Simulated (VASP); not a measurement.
Input of a VASP 6.6.1 run:

The input INCAR:

```
PREC = Accurate ; ENCUT = 520
EDIFF = 1E-6 ; ISMEAR = 0
SIGMA = 0.1 ; LREAL = F
LASPH = T ; NELM = 150
ALGO = Fast ; ISIF = 2
LWAVE = F ; LCHARG = T
ISPIN = 2 ; MAGMOM = 3 3
LORBIT = 11 ; LMAXMIX = 4
GGA = PE ; LELF = T
LVHAR = T ; NBANDS = 20
```

Contents of KPOINTS:

```
Automatic mesh
0
Gamma
  6 6 4
```

POSCAR

```
Co
1.0
    2.4526882437     -1.7259802144      0.0000000000
    2.4526882437      1.7259802144      0.0000000000
    0.0000000000      0.0000000000      4.9101939246
Co
2
Direct
    0.7498240020      0.2501759980      0.2500000000
    0.2501759980      0.7498240020      0.7500000000
```

Potentials or basis: VASP PAW PBE potentials, release 64 (Co).

Run with:

```sh
$ cat potpaw_PBE.64/Co/POTCAR > POTCAR
$ mpirun -np 1 vasp_std > vasp.out
```

Q: Predict the pressure.

A: -27.1 GPa.

Q: Predict the site moments.

A: Co +2.07 μB.

Stress tensor (GPa, compression positive):
```
-26.54   0.00   0.00
  0.00 -27.33   0.00
  0.00   0.00 -27.48
```

Caveat: the k points lie up to 0.37 Å⁻¹ apart.
